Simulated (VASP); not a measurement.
# Si: single point with PBE

The system is Si.

```
Si
1.0
     0.00000    2.73479    2.73479
     2.73479    0.00000    2.73479
     2.73479    2.73479    0.00000
Si
2
Direct
  0.00000 0.00000 0.00000
  0.25000 0.25000 0.25000
```

```
Program                : VASP 6.6.1
Task                   : single point
Functional             : PBE
Potentials or basis    : VASP PAW PBE potentials, release 64 (Si)
Cutoff                 : 500 eV
k mesh                 : 8 × 8 × 8
Occupations            : gaussian, width 0.02 eV
Spin                   : no spin polarisation
Dipole correction      : no
Further INCAR settings : ALGO = Normal; EDIFF = 1e-06; NBANDS = 11
```

```
Pressure               : 0.0 GPa
Band gap on the k mesh : 0.65 eV, indirect (least direct gap 2.56 eV)
```

Levels at points of the mesh, in eV from the valence-band top:
| k point | band 1 | band 2 | band 3 | band 4 | band 5 | band 6 | band 7 | band 8 | band 9 |
| --- | --- | --- | --- | --- | --- | --- | --- | --- | --- |
| (0.00, 0.00, 0.00) | -11.81 | 0.00 | 0.00 | 0.00 | 2.56 | 2.56 | 2.56 | 3.13 | 7.71 |
| (0.50, 0.00, 0.00) | -9.53 | -6.87 | -1.18 | -1.18 | 1.46 | 3.35 | 3.35 | 7.70 | 10.49 |
| (0.50, 0.50, 0.00) | -7.74 | -7.74 | -2.79 | -2.79 | 0.75 | 0.75 | 9.93 | 9.93 | 10.91 |

Wall time 14 s on 1 thread of AMD EPYC 9R45 (Zen 5) (shared host), peak memory 0.11 GiB.

A k mesh can miss the band edges. PBE gaps usually lie below the measured ones, often by a third to a half.
